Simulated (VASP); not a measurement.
# Zn3Cd2S5 (I-4m2) in VASP: further runs

Zn3Cd2S5 is run at these levels: PBE; tasks: single point.

Program: VASP 6.6.1. These are calculated values, not measurements. Logs are shortened: lines on timing, memory, paths and dates and some standing lists are left out, and cuts for length are marked.

**1. The cell of the first run**

It takes space group I-4m2 (No. 119, tetragonal). The conventional cell has a = 3.902 Å, b = 3.902 Å, c = 27.590 Å, α = 90.00°, β = 90.00°, γ = 90.00°. Within 3.2 Å of Zn (site symmetry 2mm) lie 4 S at 2.39 Å. Zn (site symmetry -4m2) has 4 S at 2.39 Å within 3.2 Å. Cd (site symmetry 2mm) has 4 S at 2.39 Å within 3.2 Å. Within 3.2 Å of S (site symmetry 2mm) lie 4 Zn at 2.39 Å. S (site symmetry 2mm) has 2 Cd at 2.39 Å and 2 Zn at 2.39 Å within 3.2 Å. Within 3.2 Å of S (site symmetry -4m2) lie 4 Cd at 2.39 Å.

**2. Single point, PBE**

Input file INCAR:

```
ALGO     = Normal         # electronic algorithm
EDIFF    = 1E-6           # SCF threshold, eV
ENCUT    = 520            # plane-wave cutoff, eV
GGA      = PE             # functional
ISIF     = 2              # what is computed and relaxed
ISMEAR   = 0              # smearing method
LASPH    = True           # aspherical terms in the spheres
LCHARG   = False          # write CHGCAR
LREAL    = False          # projectors in reciprocal space
LWAVE    = False          # write WAVECAR
NBANDS   = 56             # bands
NELM     = 80             # most SCF steps
PREC     = Accurate       # precision mode
SIGMA    = 0.1            # smearing width, eV
```

Input file KPOINTS:

```
k-points
0
Gamma
  6 6 6
```

Input file POSCAR:

```
Zn3Cd2S5
1.0
   -1.9508997000      1.9508997000     13.7949440500
    1.9508997000     -1.9508997000     13.7949440500
    1.9508997000      1.9508997000    -13.7949440500
Zn Cd S
3 2 5
Direct
    0.9000000000      0.9000000000      0.0000000000
    0.5000000000      0.5000000000      0.0000000000
    0.1000000000      0.1000000000      0.0000000000
    0.7000000000      0.7000000000      0.0000000000
    0.3000000000      0.3000000000      0.0000000000
    0.5500000000      0.0500000000      0.5000000000
    0.1500000000      0.6500000000      0.5000000000
    0.7500000000      0.2500000000      0.5000000000
    0.3500000000      0.8500000000      0.5000000000
    0.9500000000      0.4500000000      0.5000000000
```

Potentials or basis: VASP PAW PBE potentials, release 64 (Zn, Cd, S).

Launch:

```sh
> cat potpaw_PBE.64/Zn/POTCAR potpaw_PBE.64/Cd/POTCAR potpaw_PBE.64/S/POTCAR > POTCAR
> mpirun -np 1 vasp_std > vasp.out
```

OUTCAR:

```text
EDIFF = 1E-6
   ENCUT = 520
   GGA = PE
   ISIF = 2
   ISMEAR = 0
   LASPH = True
   LREAL = False
   NELM = 80
   PREC = Accurate

 ion  position               nearest neighbor table
   1  0.900  0.900  0.000-   9 2.39   9 2.39  10 2.39  10 2.39
   2  0.500  0.500  0.000-  10 2.39   6 2.39   6 2.39  10 2.39
   3  0.100  0.100  0.000-   7 2.39   7 2.39   6 2.39   6 2.39
   4  0.700  0.700  0.000-   8 2.39   8 2.39   7 2.39   7 2.39
   5  0.300  0.300  0.000-   8 2.39   8 2.39   9 2.39   9 2.39
   6  0.550  0.050  0.500-   2 2.39   2 2.39   3 2.39   3 2.39
   7  0.150  0.650  0.500-   3 2.39   3 2.39   4 2.39   4 2.39
   8  0.750  0.250  0.500-   4 2.39   5 2.39   5 2.39   4 2.39
   9  0.350  0.850  0.500-   1 2.39   1 2.39   5 2.39   5 2.39
  10  0.950  0.450  0.500-   2 2.39   2 2.39   1 2.39   1 2.39

  LATTYP: Found a body centered tetragonal cell.
 ALAT       =     3.9017994000
 C/A-ratio  =     7.0710678002

  Lattice vectors:

 A1 = (  -1.9508997000,   1.9508997000,  13.7949440500)
 A2 = (   1.9508997000,  -1.9508997000,  13.7949440500)
 A3 = (   1.9508997000,   1.9508997000, -13.7949440500)

Analysis of symmetry for initial positions (statically):
=====================================================================
 Subroutine PRICEL returns:
 Original cell was already a primitive cell.

 Routine SETGRP: Setting up the symmetry group for a
 body centered tetragonal supercell.

 Subroutine GETGRP returns: Found  8 space group operations
 (whereof  8 operations were pure point group operations)
 out of a pool of 16 trial point group operations.

The static configuration has the point symmetry D_2d.

Analysis of symmetry for dynamics (positions and initial velocities):
=====================================================================
 Subroutine PRICEL returns:
 Original cell was already a primitive cell.

 Routine SETGRP: Setting up the symmetry group for a
 body centered tetragonal supercell.

 Subroutine GETGRP returns: Found  8 space group operations
 (whereof  8 operations were pure point group operations)
 out of a pool of 16 trial point group operations.

The dynamic configuration has the point symmetry D_2d.

 Subroutine INISYM returns: Found  8 space group operations
 (whereof  8 operations are pure point group operations),
[... 118 lines left out ...]
   ISIF   =      2    stress and relaxation
   ISYM   =      2    0-nonsym 1-usesym 2-fastsym
   POTIM  = 0.5000    time-step for ionic-motion
   TEBEG  =    0.0;   TEEND  =   0.0 temperature during run
   PSTRESS=    0.0 pullay stress
   NELECT =      90.0000    total number of electrons
   NUPDOWN=      -1.0000    fix difference up-down
   EMIN   =  10.00;   EMAX   =-10.00  energy-range for DOS
   EFERMI =   0.00;   METHOD = LEGACY
   ISMEAR =     0;   SIGMA  =   0.10  broadening in eV -4-tet -1-fermi 0-gaus
   EFERMI_NEDOS =   21; number of points for ismear=-14 and -15
   IALGO  =     38    algorithm
   IMIX   =      4    mixing-type and parameters
     AMIX     =   0.40;   BMIX     =  1.00
     AMIX_MAG =   1.60;   BMIX_MAG =  1.00
  volume/ion in A,a.u.               =      21.00       141.72
  Fermi-wavevector in a.u.,A,eV,Ry     =   1.234257  2.332408 20.726996  1.523391
  Thomas-Fermi vector in A             =   2.368955
   LORBIT       =      0    0 simple, 1 ext, 2 COOP (PROOUT), +10 PAW based schemes
   GGA     = PE    functional components
   LHFCALC =     F    Hartree Fock is set to
   AEXX    =    0.0000 exact exchange contribution
   IVDW    =     0    specifies the selected vdW correction
   LEPSILON=     F    determine dielectric tensor
   LRPA    =     F    only Hartree local field effects (RPA)
 non-spin polarized calculation
 Gauss-broadening in eV      SIGMA  =   0.10
  energy-cutoff  :      520.00
  volume of cell :      210.01
 maximum number of plane-waves:      5684
 NGX is ok and might be reduce to   108
   NGX = 53   NGY = 53   NGZ = 53

 number of electron      90.0000000 magnetization

 Free energy of the ion-electron system (eV)
  ---------------------------------------------------
  ext. energy  EPLUGINS =         0.00000000
  ---------------------------------------------------
  free energy    TOTEN  =       -31.80326921 eV

  energy without entropy =      -31.80326921  energy(sigma->0) =      -31.80326921

 E-fermi :   2.6100     XC(G=0):  -9.5860

 val. band max:        2.1367049758   @ k =   0.0000   0.0000   0.0000
 cond. band min:       3.7950896062   @ k =   0.0000   0.0000   0.0000
 fundamental gap:      1.6583846305
 Fermi energy:         2.6100143952

 k-point     1 :       0.0000    0.0000    0.0000
  band No.  band energies     occupation
      1     -11.0394      2.00000
      2     -10.6653      2.00000
      3     -10.6529      2.00000
      4     -10.2268      2.00000
      5      -9.8957      2.00000
      6      -6.0531      2.00000
[... 1405 lines left out ...]
     55       8.3269      0.00000
     56       8.7270      0.00000

 [... further k-points ...]

------------------------ aborting loop because EDIFF is reached ----------------------------------------

  FORCE on cell =-STRESS in cart. coord.  units (eV):
  Direction    XX          YY          ZZ          XY          YZ          ZX
  --------------------------------------------------------------------------------------
  -------------------------------------------------------------------------------------
  Total        8.2289995      8.2289995      8.1678499      0.0000000      0.0000000      0.0000000
  in kB       62.7780465     62.7780465     62.3115441      0.0000000      0.0000000      0.0000000
  external PRESSURE =      62.6225457 kB  Pullay stress =       0.0000000 kB

 VOLUME and BASIS-vectors are now :
 -----------------------------------------------------------------------------
  energy-cutoff  :      520.00
  volume of cell :      210.01
      direct lattice vectors                 reciprocal lattice vectors
    -1.950899700  1.950899700 13.794944050     0.000000000  0.256292007  0.036245163
     1.950899700 -1.950899700 13.794944050     0.256292007  0.000000000  0.036245163
     1.950899700  1.950899700-13.794944050     0.256292007  0.256292007  0.000000000

 POSITION                                       TOTAL-FORCE (eV/Angst)
 -----------------------------------------------------------------------------------
      0.00000      0.00000     24.83090         0.000000     -0.000000      0.071639
      0.00000      0.00000     13.79494         0.000000     -0.000000      0.000000
      0.00000      0.00000      2.75899         0.000000     -0.000000     -0.071639
      0.00000      0.00000     19.31292         0.000000     -0.000000     -0.095878
      0.00000      0.00000      8.27697         0.000000     -0.000000      0.095878
     -0.00000      1.95090      1.37949         0.000000     -0.000000     -0.004557
      1.95090      0.00000      4.13848        -0.000000      0.000000     -1.900887
      0.00000      1.95090      6.89747         0.000000     -0.000000      0.000000
      1.95090     -0.00000      9.65646        -0.000000      0.000000      1.900887
      0.00000      1.95090     12.41545         0.000000     -0.000000      0.004557
 -----------------------------------------------------------------------------------
    total drift:                                0.000001     -0.000001      0.000000

  FREE ENERGIE OF THE ION-ELECTRON SYSTEM (eV)
  ---------------------------------------------------
  free  energy   TOTEN  =       -31.8032692109 eV

  energy  without entropy=      -31.8032692109  energy(sigma->0) =      -31.80326921
```

OSZICAR:

```text
N       E                     dE             d eps       ncg     rms          rms(c)
DAV:   1     0.828218913633E+03    0.82822E+03   -0.41327E+04  3360   0.177E+03
DAV:   2     0.737336658710E+02   -0.75449E+03   -0.72370E+03  3368   0.454E+02
DAV:   3    -0.292764375168E+02   -0.10301E+03   -0.10116E+03  3776   0.157E+02
DAV:   4    -0.341038815485E+02   -0.48274E+01   -0.48050E+01  3976   0.343E+01
DAV:   5    -0.341864322563E+02   -0.82551E-01   -0.82512E-01  3936   0.457E+00    0.199E+01
DAV:   6    -0.317651421558E+02    0.24213E+01   -0.46363E+00  5000   0.355E+01    0.145E+01
DAV:   7    -0.320128437691E+02   -0.24770E+00   -0.69546E+00  3992   0.110E+01    0.473E+00
DAV:   8    -0.318088922980E+02    0.20395E+00   -0.83002E-01  4184   0.671E+00    0.160E+00
DAV:   9    -0.318020589424E+02    0.68334E-02   -0.15089E-01  3864   0.202E+00    0.336E-01
DAV:  10    -0.318027456674E+02   -0.68672E-03   -0.47906E-03  4016   0.686E-01    0.244E-01
DAV:  11    -0.318030426918E+02   -0.29702E-03   -0.48620E-04  3856   0.371E-01    0.147E-01
DAV:  12    -0.318032699422E+02   -0.22725E-03   -0.45166E-04  3816   0.105E-01    0.439E-02
DAV:  13    -0.318032640742E+02    0.58680E-05   -0.18282E-05  4392   0.869E-02    0.159E-02
DAV:  14    -0.318032688728E+02   -0.47986E-05   -0.13416E-05  4464   0.346E-02    0.619E-03
DAV:  15    -0.318032692109E+02   -0.33814E-06   -0.35866E-06  3352   0.252E-02
   1 F= -.31803269E+02 E0= -.31803269E+02  d E =-.115761E-12
```

Run time: 51 min. Hardware: 1 thread of Intel Xeon 6975P-C (Granite Rapids), shared host; peak memory 2.1 GiB.

What came out:

| Item | Value |
| --- | --- |
| Free energy | -31.8033 eV |
| Pressure | 6.3 GPa |
| Largest force | 1.901 eV/Å |
| Band gap on the k mesh | 1.66 eV |

Forces in eV/Å, atoms in the order of the input:
```
Zn   0.000  0.000  0.072
Zn   0.000  0.000  0.000
Zn   0.000  0.000 -0.072
Cd   0.000  0.000 -0.096
Cd   0.000  0.000  0.096
S    0.000  0.000 -0.005
S    0.000  0.000 -1.901
S    0.000  0.000  0.000
S    0.000  0.000  1.901
S    0.000  0.000  0.005
```

Caveat: the cell stands under pressure; forces of over 1 eV/Å act on the atoms, so gaps and moduli don't describe the material at rest.

**3. Single point, PBE**

This run uses another cell than the first one, of 22.36 Å³/atom.

Input file INCAR:

```
SYSTEM = Zn3Cd2S5
ALGO = Normal
EDIFF = 1E-6
ENCUT = 520
GGA = PE
ISIF = 2
ISMEAR = 0
LASPH = .True.
LCHARG = .False.
LREAL = .False.
LWAVE = .False.
NBANDS = 56
NELM = 80
PREC = Accurate
SIGMA = 0.1
```

Input file KPOINTS:

```
k-points
0
Gamma
  6 6 6
  0 0 0
```

Input file POSCAR:

```
Zn3Cd2S5
1.0
   -1.9811098883      1.9811098883     14.2405017966
    1.9811098883     -1.9811098883     14.2405017966
    1.9811098883      1.9811098883    -14.2405017966
Zn Cd S
3 2 5
Direct
    0.9076630597      0.9076630597      0.0000000000
    0.5000000000      0.5000000000      0.0000000000
    0.0923369403      0.0923369403      0.0000000000
    0.6942158803      0.6942158803      0.0000000000
    0.3057841197      0.3057841197      0.0000000000
    0.5461450272      0.0461450272      0.5000000000
    0.1381468454      0.6381468454      0.5000000000
    0.7500000000      0.2500000000      0.5000000000
    0.3618531546      0.8618531546      0.5000000000
    0.9538549728      0.4538549728      0.5000000000
```

Potentials or basis: VASP PAW PBE potentials, release 64 (Zn, Cd, S).

Launch:

```sh
> cat potpaw_PBE.64/Zn/POTCAR potpaw_PBE.64/Cd/POTCAR potpaw_PBE.64/S/POTCAR > POTCAR
> mpirun -np 1 vasp_std > vasp.out
```

Run time: 63 min. Hardware: 1 thread of Intel Xeon 6975P-C (Granite Rapids), shared host; peak memory 2 GiB.

The run converged. Its results:

- Free energy: -32.6889 eV
- Pressure: 0.3 GPa
- Largest force: 0.021 eV/Å
- Band gap on the k mesh: 1.45 eV

Forces on the atoms (eV/Å):
```
Zn   0.000  0.000  0.009
Zn   0.000  0.000  0.000
Zn   0.000  0.000 -0.009
Cd   0.000  0.000 -0.002
Cd   0.000  0.000  0.002
S    0.000  0.000  0.001
S    0.000  0.000 -0.021
S    0.000  0.000  0.000
S    0.000  0.000  0.021
S    0.000  0.000 -0.001
```

Levels at points of the mesh, in eV from the valence-band top:
| k point | band 42 | band 43 | band 44 | band 45 | band 46 | band 47 | band 48 | band 49 |
| --- | --- | --- | --- | --- | --- | --- | --- | --- |
| (0.00, 0.00, 0.00) | -0.77 | -0.12 | 0.00 | 0.00 | 1.45 | 3.37 | 3.47 | 3.70 |
| (0.50, 0.00, 0.00) | -0.99 | -0.81 | -0.55 | -0.51 | 2.99 | 3.39 | 3.53 | 4.25 |
| (0.50, 0.50, 0.00) | -2.10 | -2.08 | -1.99 | -1.97 | 3.47 | 3.90 | 4.06 | 4.07 |
| (0.50, 0.50, 0.50) | -0.34 | -0.34 | -0.15 | -0.15 | 2.14 | 2.46 | 3.47 | 3.81 |
